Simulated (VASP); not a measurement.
# MnS (F-43m) in VASP: settings compared

The runs below take MnS through single point, relaxation of cell and atoms, with PBE, revPBE+D3(BJ).

Everything below comes from runs of VASP 6.6.1. Logs are shortened: lines on timing, memory, paths and dates and some standing lists are left out, and cuts for length are marked.

## (1) The cell of the first run

Symmetry: F-43m, No. 216, cubic system. The conventional cell has a = 4.981 Å, b = 4.981 Å, c = 4.981 Å, α = 90.00°, β = 90.00°, γ = 90.00°. Mn (site symmetry -43m) has 4 S at 2.16 Å within 2.9 Å. Within 2.9 Å of S (site symmetry -43m) lie 4 Mn at 2.16 Å.

## (2) Single point, PBE, collinear spin, ferromagnetic start

Input file INCAR:

```
  ALGO = Normal
  EDIFF = 1E-7
  ENCUT = 520
  GGA = PE
  ISIF = 2
  ISMEAR = -1
  ISPIN = 2
  LASPH = True
  LCHARG = False
  LMAXMIX = 4
  LORBIT = 11
  LREAL = False
  LWAVE = False
  MAGMOM = 4 0
  NBANDS = 20
  NELM = 150
  PREC = Accurate
  SIGMA = 0.05
```

Input file KPOINTS:

```
k-points
0
Gamma
  9 9 9
```

Input file POSCAR:

```
MnS
1.0
    0.0000000000      2.4906676094      2.4906676094
    2.4906676094      0.0000000000      2.4906676094
    2.4906676094      2.4906676094      0.0000000000
Mn S
1 1
Direct
    0.0000000000      0.0000000000      0.0000000000
    0.7500000000      0.7500000000      0.7500000000
```

Potentials or basis: VASP PAW PBE potentials, release 64 (Mn_pv, S).

The run is started by

```bash
$ cat potpaw_PBE.64/Mn_pv/POTCAR potpaw_PBE.64/S/POTCAR > POTCAR
$ mpirun -np 1 vasp_std > vasp.out
```

OUTCAR:

```text
EDIFF = 1E-7
   ENCUT = 520
   GGA = PE
   ISIF = 2
   ISMEAR = -1
   ISPIN = 2
   LASPH = True
   LORBIT = 11
   LREAL = False
   NELM = 150
   PREC = Accurate

 ion  position               nearest neighbor table
   1  0.000  0.000  0.000-   2 2.16   2 2.16   2 2.16   2 2.16
   2  0.750  0.750  0.750-   1 2.16   1 2.16   1 2.16   1 2.16

  LATTYP: Found a face centered cubic cell.
 ALAT       =     4.9813352188

  Lattice vectors:

 A1 = (   0.0000000000,   2.4906676094,   2.4906676094)
 A2 = (   2.4906676094,   0.0000000000,   2.4906676094)
 A3 = (   2.4906676094,   2.4906676094,   0.0000000000)

Analysis of symmetry for initial positions (statically):
=====================================================================
 Subroutine PRICEL returns:
 Original cell was already a primitive cell.

 Routine SETGRP: Setting up the symmetry group for a
 face centered cubic supercell.

 Subroutine GETGRP returns: Found 24 space group operations
 (whereof 24 operations were pure point group operations)
 out of a pool of 48 trial point group operations.

The static configuration has the point symmetry T_d .

Analysis of symmetry for dynamics (positions and initial velocities):
=====================================================================
 Subroutine PRICEL returns:
 Original cell was already a primitive cell.

 Routine SETGRP: Setting up the symmetry group for a
 face centered cubic supercell.

 Subroutine GETGRP returns: Found 24 space group operations
 (whereof 24 operations were pure point group operations)
 out of a pool of 48 trial point group operations.

The dynamic configuration has the point symmetry T_d .

Analysis of structural, dynamic, and magnetic symmetry:
=====================================================================
 Subroutine PRICEL returns:
 Original cell was already a primitive cell.

 Routine SETGRP: Setting up the symmetry group for a
 face centered cubic supercell.

 Subroutine GETGRP returns: Found 24 space group operations
 (whereof 24 operations were pure point group operations)
 out of a pool of 48 trial point group operations.

The overall configuration has the point symmetry T_d .

 Subroutine INISYM returns: Found 24 space group operations
 (whereof 24 operations are pure point group operations),
 and found     1 'primitive' translations

----------------------------------------------------------------------------------------

                                     Primitive cell

  volume of cell :      30.9013

  direct lattice vectors                    reciprocal lattice vectors
     0.000000000  2.490667609  2.490667609    -0.200749389  0.200749389  0.200749389
     2.490667609  0.000000000  2.490667609     0.200749389 -0.200749389  0.200749389
     2.490667609  2.490667609  0.000000000     0.200749389  0.200749389 -0.200749389

  length of vectors
     3.522335913  3.522335913  3.522335913     0.347708141  0.347708141  0.347708141

  position of ions in fractional coordinates (direct lattice)
     0.000000000  0.000000000  0.000000000
     0.750000000  0.750000000  0.750000000

  ion indices of the primitive-cell ions
   primitive index   ion index
                 1           1
                 2           2

----------------------------------------------------------------------------------------

 KPOINTS: k-points

Automatic generation of k-mesh.
 Grid dimensions read from file:
 generate k-points for:    9    9    9

 Generating k-lattice:

  Cartesian coordinates                     Fractional coordinates (reciprocal lattice)
    -0.022305488  0.022305488  0.022305488     0.111111111  0.000000000  0.000000000
     0.022305488 -0.022305488  0.022305488     0.000000000  0.111111111  0.000000000
     0.022305488  0.022305488 -0.022305488     0.000000000  0.000000000  0.111111111

  Length of vectors
     0.038634238  0.038634238  0.038634238

  Shift w.r.t. Gamma in fractional coordinates (k-lattice)
     0.000000000  0.000000000  0.000000000

 Subroutine IBZKPT returns following result:
 ===========================================

 Found     35 irreducible k-points:

 Following reciprocal coordinates:
            Coordinates               Weight
  0.000000  0.000000  0.000000      1.000000
  0.111111  0.000000  0.000000      8.000000
  0.222222  0.000000  0.000000      8.000000
  0.333333  0.000000  0.000000      8.000000
  0.444444  0.000000  0.000000      8.000000
  0.111111  0.111111  0.000000      6.000000
[... 16 lines left out ...]
 -0.333333  0.333333  0.000000     12.000000
  0.444444  0.444444  0.000000      6.000000
 [... further k-points ...]
   k-points           NKPTS =     35   k-points in BZ     NKDIM =     35   number of bands    NBANDS=     20
   number of dos      NEDOS =    301   number of ions     NIONS =      2
   total plane-waves  NPLWV =  21952
   dimension x,y,z NGX =    28 NGY =   28 NGZ =   28
   dimension x,y,z NGXF=    56 NGYF=   56 NGZF=   56
   ions per type =               1   1
   NGX,Y,Z   is equivalent  to a cutoff of  13.22, 13.22, 13.22 a.u.
   NGXF,Y,Z  is equivalent  to a cutoff of  26.43, 26.43, 26.43 a.u.
 SYSTEM =  unknown system
   PREC   = accura    normal or accurate (medium, high low for compatibility)
   ISTART =      0    job   : 0-new  1-cont  2-samecut
   ICHARG =      2    charge: 1-file 2-atom 10-const
   ISPIN  =      2    spin polarized calculation?
   LNONCOLLINEAR =      F non collinear calculations
   LSORBIT =      F    spin-orbit coupling
   LASPH  =      T    aspherical Exc in radial PAW
   ENCUT  =  520.0 eV  38.22 Ry    6.18 a.u.   6.55  6.55  6.55*2*pi/ulx,y,z
   NELM   =    150;   NELMIN=  2; NELMDL= -5     # of ELM steps
   EDIFF  = 0.1E-06   stopping-criterion for ELM
   LREAL  =      F    real-space projection
   EDIFFG = 0.1E-05   stopping-criterion for IOM
   NSW    =      0    number of steps for IOM
   IBRION =     -1    ionic relax: 0-MD 1-quasi-New 2-CG
   NFREE  =      0    steps in history (QN), initial steepest desc. (CG)
   ISIF   =      2    stress and relaxation
   ISYM   =      2    0-nonsym 1-usesym 2-fastsym
   POTIM  = 0.5000    time-step for ionic-motion
   TEBEG  =    0.0;   TEEND  =   0.0 temperature during run
   PSTRESS=    0.0 pullay stress
   NELECT =      19.0000    total number of electrons
   NUPDOWN=      -1.0000    fix difference up-down
   EMIN   =  10.00;   EMAX   =-10.00  energy-range for DOS
   EFERMI =   0.00;   METHOD = LEGACY
   ISMEAR =    -1;   SIGMA  =   0.05  broadening in eV -4-tet -1-fermi 0-gaus
   EFERMI_NEDOS =   21; number of points for ismear=-14 and -15
   IALGO  =     38    algorithm
   IMIX   =      4    mixing-type and parameters
     AMIX     =   0.40;   BMIX     =  1.00
     AMIX_MAG =   1.60;   BMIX_MAG =  1.00
  volume/ion in A,a.u.               =      15.45       104.27
  Fermi-wavevector in a.u.,A,eV,Ry     =   1.392089  2.630666 26.366881  1.937911
  Thomas-Fermi vector in A             =   2.515865
   LORBIT       =     11    0 simple, 1 ext, 2 COOP (PROOUT), +10 PAW based schemes
   GGA     = PE    functional components
   LHFCALC =     F    Hartree Fock is set to
   AEXX    =    0.0000 exact exchange contribution
   IVDW    =     0    specifies the selected vdW correction
   LEPSILON=     F    determine dielectric tensor
   LRPA    =     F    only Hartree local field effects (RPA)
 spin polarized calculation
  energy-cutoff  :      520.00
  volume of cell :       30.90
 maximum number of plane-waves:       869
 NGX is ok and might be reduce to    28
   NGX = 13   NGY = 13   NGZ = 13

 number of electron      18.9999993 magnetization       0.2352396

 Free energy of the ion-electron system (eV)
  ---------------------------------------------------
  ext. energy  EPLUGINS =         0.00000000
  ---------------------------------------------------
  free energy    TOTEN  =       -13.68379002 eV

  energy without entropy =      -13.66365338  energy(sigma->0) =      -13.67372170

 E-fermi :   7.2098     XC(G=0): -11.1342

 val. band max:        7.1992632058   @ k =  -0.4444   0.3333   0.1111
 cond. band min:       7.2131576113   @ k =  -0.3333   0.3333   0.0000
 fundamental gap:      0.0138944055
 Fermi energy:         7.2097623815

 spin component 1

 k-point     1 :       0.0000    0.0000    0.0000
  band No.  band energies     occupation
      1     -40.6188      1.00000
      2     -40.6188      1.00000
      3     -40.6188      1.00000
      4      -8.0003      1.00000
      5       2.5483      1.00000
      6       2.5484      1.00000
[... 12 lines left out ...]
     19      22.7890      0.00000
     20      23.2709      0.00000
[... 507 lines left out ...]
 k-point    24 :       0.4444    0.4444    0.0000
  band No.  band energies     occupation
      1     -40.6412      1.00000
      2     -40.6272      1.00000
      3     -40.6272      1.00000
      4      -6.4128      1.00000
      5       0.6237      1.00000
      6       3.1384      1.00000
[... 12 lines left out ...]
     19      24.1406      0.00000
     20      24.1406      0.00000

 [... further k-points ...]

 spin component 2

 k-point     1 :       0.0000    0.0000    0.0000
  band No.  band energies     occupation
      1     -40.3943      1.00000
      2     -40.3943      1.00000
      3     -40.3943      1.00000
      4      -7.9933      1.00000
      5       2.5973      1.00000
      6       2.5973      1.00000
[... 12 lines left out ...]
     19      22.7859      0.00000
     20      23.3015      0.00000
[... 507 lines left out ...]
 k-point    24 :       0.4444    0.4444    0.0000
  band No.  band energies     occupation
      1     -40.4171      1.00000
      2     -40.4029      1.00000
      3     -40.4029      1.00000
      4      -6.4107      1.00000
      5       0.6658      1.00000
      6       3.1658      1.00000
[... 12 lines left out ...]
     19      24.1679      0.00000
     20      24.1679      0.00000

 [... further k-points ...]

------------------------ aborting loop because EDIFF is reached ----------------------------------------

  FORCE on cell =-STRESS in cart. coord.  units (eV):
  Direction    XX          YY          ZZ          XY          YZ          ZX
  --------------------------------------------------------------------------------------
  -------------------------------------------------------------------------------------
  Total        0.0281597      0.0281597      0.0281597     -0.0000000      0.0000000     -0.0000000
  in kB        1.4600309      1.4600309      1.4600309     -0.0000000      0.0000000     -0.0000000
  external PRESSURE =       1.4600309 kB  Pullay stress =       0.0000000 kB

 VOLUME and BASIS-vectors are now :
 -----------------------------------------------------------------------------
  energy-cutoff  :      520.00
  volume of cell :       30.90
      direct lattice vectors                 reciprocal lattice vectors
     0.000000000  2.490667609  2.490667609    -0.200749389  0.200749389  0.200749389
     2.490667609  0.000000000  2.490667609     0.200749389 -0.200749389  0.200749389
     2.490667609  2.490667609  0.000000000     0.200749389  0.200749389 -0.200749389

 POSITION                                       TOTAL-FORCE (eV/Angst)
 -----------------------------------------------------------------------------------
      0.00000      0.00000      0.00000        -0.000000     -0.000000     -0.000000
      3.73600      3.73600      3.73600         0.000000      0.000000      0.000000
 -----------------------------------------------------------------------------------
    total drift:                               -0.000001     -0.000001     -0.000001

  FREE ENERGIE OF THE ION-ELECTRON SYSTEM (eV)
  ---------------------------------------------------
  free  energy   TOTEN  =       -13.6837900165 eV

  energy  without entropy=      -13.6636533810  energy(sigma->0) =      -13.67372170

 total charge

# of ion       s       p       d       tot
------------------------------------------
    1        0.345   6.301   5.342  11.988
    2        1.321   2.418   0.000   3.738
--------------------------------------------------
tot          1.665   8.719   5.342  15.726

 magnetization (x)

# of ion       s       p       d       tot
------------------------------------------
    1        0.007   0.004   0.217   0.228
    2       -0.001  -0.005   0.000  -0.006
--------------------------------------------------
tot          0.006  -0.001   0.217   0.222
```

It took 2.2 min on 1 thread of Intel Xeon Platinum 8375C at 2.90GHz (Ice Lake), shared host; peak memory 0.19 GiB.

What came out:

- Free energy: -13.6838 eV
- Pressure: 0.1 GPa
- Net moment: 0.24 μB per cell
- Site moments: Mn +0.23; S -0.01 μB
- Valence electrons inside the program's atomic spheres: Mn 11.99; S 3.74

Caveat: semilocal functionals often make such compounds metallic where correlation or magnetic order opens a gap, which also shifts bond lengths. With open d or f shells a metallic result of PBE can be an artefact of self-interaction; +U or a hybrid may open a gap.

## (3) Relaxation of cell and atoms, PBE, collinear spin, ferromagnetic start

This run uses another cell than the first one, of 15.13 Å³/atom.

Input file INCAR:

```
SYSTEM = MnS
  PREC = Accurate
  ENCUT = 600
  EDIFF = 1E-6
  ISMEAR = -1
  SIGMA = 0.05
  LREAL = .FALSE.
  LASPH = .TRUE.
  NELM = 150
  ALGO = Normal
  ISIF = 3
  LWAVE = .FALSE.
  LCHARG = .FALSE.
  ISPIN = 2
  MAGMOM = 4 0
  LORBIT = 11
  LMAXMIX = 4
  GGA = PE
  IBRION = 2
  NSW = 60
  EDIFFG = -0.01
```

Input file KPOINTS:

```
regular mesh
0
G
  9 9 9
  0 0 0
```

Input file POSCAR:

```
MnS
1.0
    0.0000000000      2.4734634191      2.4734634191
    2.4734634191      0.0000000000      2.4734634191
    2.4734634191      2.4734634191      0.0000000000
Mn S
1 1
Direct
    0.0000000000      0.0000000000      0.0000000000
    0.7500000000      0.7500000000      0.7500000000
```

Potentials or basis: VASP PAW PBE potentials, release 64 (Mn_pv, S).

The run is started by

```bash
$ cat potpaw_PBE.64/Mn_pv/POTCAR potpaw_PBE.64/S/POTCAR > POTCAR
$ mpirun -np 1 vasp_std > vasp.out
```

It took 3.2 min on 1 thread of Intel Xeon Platinum 8375C at 2.90GHz (Ice Lake), shared host; peak memory 0.19 GiB.

Results (log left out):

* Free energy: -13.6838 eV
* Relaxed volume: 15.47 Å³/atom
* Relaxed cell: a = 3.524 Å, b = 3.524 Å, c = 3.524 Å, α = 60.00°, β = 60.00°, γ = 60.00°
* Space group after relaxing (to 0.1 Å): F-43m (No. 216)
* Energy gained by relaxing: 3.1 meV/atom
* Ionic steps: 3
* Pressure after relaxing: 0.0 GPa
* Net moment: -0.24 μB per cell
* Site moments: Mn -0.23; S +0.01 μB
* Valence electrons inside the program's atomic spheres: Mn 11.99; S 3.74

The path:
```
step  energy change (eV)  largest force (eV/Å)  pressure (GPa)  volume (Å³)
   1              0.0000                0.0000            2.96        30.27
   2             -0.0020                0.0000           -2.23        31.51
   3             -0.0062                0.0000           -0.01        30.94
```

Final structure:
```xyz
2
Lattice="0.0000 2.4916 2.4916 2.4916 0.0000 2.4916 2.4916 2.4916 0.0000" Properties=species:S:1:pos:R:3 pbc="T T T"
Mn    0.0000    0.0000    0.0000
S     3.7374    3.7374    3.7374
```

Levels at points of the mesh, in eV from the Fermi level:
Spin up:
| k point | band 6 | band 7 | band 8 | band 9 | band 10 | band 11 | band 12 | band 13 |
| --- | --- | --- | --- | --- | --- | --- | --- | --- |
| (0.00, 0.00, 0.00) | -4.61 | -4.61 | -0.60 | -0.60 | 3.60 | 3.60 | 3.60 | 3.67 |
Spin down:
| k point | band 7 | band 8 | band 9 | band 10 | band 11 | band 12 | band 13 | band 14 |
| --- | --- | --- | --- | --- | --- | --- | --- | --- |
| (0.00, 0.00, 0.00) | -4.66 | -0.89 | -0.89 | 3.52 | 3.52 | 3.52 | 3.64 | 7.82 |

Caveat: semilocal functionals often make such compounds metallic where correlation or magnetic order opens a gap, which also shifts bond lengths. With open d or f shells a metallic result of PBE can be an artefact of self-interaction; +U or a hybrid may open a gap.

## (4) Single point, revPBE+D3(BJ), collinear spin, ferromagnetic start

This run uses another cell than the first one, of 14.60 Å³/atom.

Input file INCAR:

```
PREC = Accurate
ENCUT = 520
EDIFF = 1E-7
ISMEAR = -1
SIGMA = 0.05
LREAL = F
LASPH = T
NELM = 150
ALGO = Normal
ISIF = 2
LWAVE = F
LCHARG = F
ISPIN = 2
MAGMOM = 4 0
LORBIT = 11
LMAXMIX = 4
GGA = RE
IVDW = 12
NBANDS = 20
```

Input file KPOINTS:

```
Automatic mesh
0
Gamma
  9 9 9
```

Input file POSCAR:

```
MnS
1.0
    0.0000000000      2.4438804906      2.4438804906
    2.4438804906      0.0000000000      2.4438804906
    2.4438804906      2.4438804906      0.0000000000
Mn S
1 1
Direct
    0.0000000000      0.0000000000      0.0000000000
    0.7500000000      0.7500000000      0.7500000000
```

The run is started by

```bash
$ cat potpaw_PBE.64/Mn_pv/POTCAR potpaw_PBE.64/S/POTCAR > POTCAR
$ mpirun -np 1 vasp_std > vasp.out
```

Run time: 70 s. Hardware: 1 thread of Oxide Virtual Turin-like, shared host; peak memory 0.17 GiB.

Results (log left out):

| Quantity | Value |
| --- | --- |
| Free energy | -14.8263 eV |
| Pressure | -0.1 GPa |
| Net moment | 0.18 μB per cell |
| Site moments | Mn +0.17; S -0.00 μB |
| Valence electrons inside the program's atomic spheres | Mn 12.10; S 3.78 |
| Dispersion energy per atom | -0.980 eV |

Levels at points of the mesh, in eV from the Fermi level:
Spin up:
```csv
k point,band 6,band 7,band 8,band 9,band 10,band 11,band 12,band 13,band 14,band 15
"(0.00, 0.00, 0.00)",-4.86,-4.86,-0.92,-0.92,3.88,3.88,3.88,4.06,8.03,8.03
```
Spin down:
```csv
k point,band 6,band 7,band 8,band 9,band 10,band 11,band 12,band 13
"(0.00, 0.00, 0.00)",-4.82,-4.82,-0.71,-0.71,3.94,3.94,3.94,4.08
```

Caveat: the PAW data sets were made with another functional, which shifts forces and pressure a little; semilocal functionals often make such compounds metallic where correlation or magnetic order opens a gap, which also shifts bond lengths. With open d or f shells a metallic result of revPBE can be an artefact of self-interaction; +U or a hybrid may open a gap.

(Part 1 of 2 ends here.)
